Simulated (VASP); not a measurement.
SiC (Moissanite 3C):

```
CELL_PARAMETERS angstrom
0.00000 2.13452 2.13452
2.13452 0.00000 2.13452
2.13452 2.13452 0.00000
ATOMIC_POSITIONS crystal
Si 0.00000 0.00000 0.00000
C 0.75000 0.75000 0.75000
```

Base run:

| Quantity | Value |
| --- | --- |
| Program | VASP 6.6.1 |
| Functional | RPBE |
| Potentials or basis | VASP PAW PBE potentials, release 64 (Si, C) |
| Cutoff | 600 eV |
| k mesh | 10 × 10 × 10 |
| Occupations | fermi-dirac, width 0.05 eV |
| Spin | no spin polarisation |

Its results: band gap on the k mesh 1.30 eV, indirect (least direct gap 4.59 eV); pressure 21.8 GPa.

Task: After a change of settings the same cell gave: band gap on the k mesh 1.18 eV, indirect (least direct gap 4.50 eV); pressure 15.6 GPa. Which change was it?
A. functional from RPBE to PBEsol; cutoff from 600 eV to 520 eV
B. functional from RPBE to revPBE; dispersion from none to D3(BJ)
C. functional from RPBE to PBE; dispersion from none to D3(BJ)
D. dispersion from none to D4

Result: A.

PBEsol binds more tightly than RPBE, so the same cell stands under less pressure.

Caveats: the PAW data sets were made with another functional, which shifts forces and pressure a little.
